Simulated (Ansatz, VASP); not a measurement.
## Ti4C3: VASP beside Ansatz

Contents of INCAR:

```
  ALGO = Normal
  EDIFF = 1E-7
  ENCUT = 520
  GGA = PE
  ISIF = 2
  ISMEAR = 0
  LASPH = True
  LCHARG = False
  LREAL = False
  LWAVE = False
  NBANDS = 39
  NELM = 80
  PREC = Accurate
  SIGMA = 0.1
```

File KPOINTS:

```
k-points
0
Gamma
  10 10 10
```

The input POSCAR:

```
Ti4C3
1.0
    4.4494779114      0.0000000000      0.0000000000
    0.0000000000      4.4494779114      0.0000000000
    0.0000000000      0.0000000000      4.4494779114
Ti C
4 3
Direct
    0.0000000000      0.0000000000      0.0000000000
    0.0000000000      0.5000000000      0.5000000000
    0.5000000000      0.0000000000      0.5000000000
    0.5000000000      0.5000000000      0.0000000000
    0.5000000000      0.0000000000      0.0000000000
    0.0000000000      0.5000000000      0.0000000000
    0.0000000000      0.0000000000      0.5000000000
```

Input for Ansatz:

```yaml
crystal:
  lattice:
    - [4.4494779114, 0.0, 0.0]
    - [0.0, 4.4494779114, 0.0]
    - [0.0, 0.0, 4.4494779114]
  atoms:
    - { symbol: Ti, position: [0.0, 0.0, 0.0] }
    - { symbol: Ti, position: [0.0, 0.5, 0.5] }
    - { symbol: Ti, position: [0.5, 0.0, 0.5] }
    - { symbol: Ti, position: [0.5, 0.5, 0.0] }
    - { symbol: C, position: [0.5, 0.0, 0.0] }
    - { symbol: C, position: [0.0, 0.5, 0.0] }
    - { symbol: C, position: [0.0, 0.0, 0.5] }
basis:
  ecutwfc: 420
kpoints:
  mp_grid: { grid: [10, 10, 10] }
hamiltonian:
  xc: pbe
scf:
  occupations: { method: gaussian, width: 0.1 }
output:
  forces: true
  stress: true
  eigenvalues: true
```

Alike in both runs: task single point; functional PBE; k mesh 10 × 10 × 10; occupations gaussian, width 0.1 eV; no spin polarisation.

```csv
,VASP,Ansatz
version,VASP 6.6.1,Ansatz 0.2.0
potentials or method,"VASP PAW PBE potentials, release 64 (Ti_sv, C), cutoff 520 eV","scalar-relativistic, plane waves, PAW"
valence electrons in the cell,60,60
```

```tsv
	VASP	Ansatz	Ansatz less VASP
gap on the k mesh at the Fermi level (eV)	none	none	-
pressure (GPa)	-16.9	-17.1	-0.20
```

A gap of «none» marks a metal or a gap that the smearing closes.
